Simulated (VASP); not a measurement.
Set up this calculation in VASP 6.6.1, as the native input.

```yaml
Task: relaxation of cell and atoms
Functional: LDA
Potentials_or_basis: VASP PAW LDA potentials, release 64 (Mg)
Cutoff: 600 eV
k_mesh: 15 × 15 × 15
Occupations: fermi-dirac, width 0.05 eV
Spin: no spin polarisation
Dipole_correction: no
Further_INCAR_settings: ALGO = Normal; EDIFF = 1e-07; IBRION = 2; EDIFFG = -0.005; NSW = 60; ISIF = 3
```

The structure of Mg lies in POSCAR:

```
Mg
1.0
    2.8575864359      0.0000000000      0.0000000000
    0.0000000000      2.8575864359      0.0000000000
    0.0000000000      0.0000000000      2.8575864359
Mg
1
Direct
    0.0000000000      0.0000000000      0.0000000000
```

The input as run:

INCAR

```
PREC = Accurate
ENCUT = 600
EDIFF = 1E-7
ISMEAR = -1
SIGMA = 0.05
LREAL = F
LASPH = T
NELM = 100
ALGO = Normal
ISIF = 3
LWAVE = F
LCHARG = F
IBRION = 2
NSW = 60
EDIFFG = -0.005
```

KPOINTS

```
Automatic mesh
0
Gamma
  15 15 15
```

Potentials or basis: VASP PAW LDA potentials, release 64 (Mg).

Command:

```sh
$ cat potpaw_LDA.64/Mg/POTCAR > POTCAR
$ mpirun -np 1 vasp_std > vasp.out
```

It gave:

| Item | Value |
| --- | --- |
| Relaxed volume | 25.71 Å³/atom |
| Relaxed cell | a = 2.951 Å, b = 2.951 Å, c = 2.951 Å, α = 90.00°, β = 90.00°, γ = 90.00° |
| Space group after relaxing (to 0.05 Å) | Pm-3m (No. 221) |
| Energy gained by relaxing | 20.7 meV/atom |
| Ionic steps | 4 |
| Pressure after relaxing | 0.0 GPa |
| Band gap on the k mesh | zero (band 1 reaches 5.82 eV, above the bottom of band 2 at 0.24 eV) |

Run time: 7.2 s on 1 thread of Intel(R) Xeon(R) 6975P-C (Granite Rapids), with other jobs on the host, peak memory 0.14 GiB.
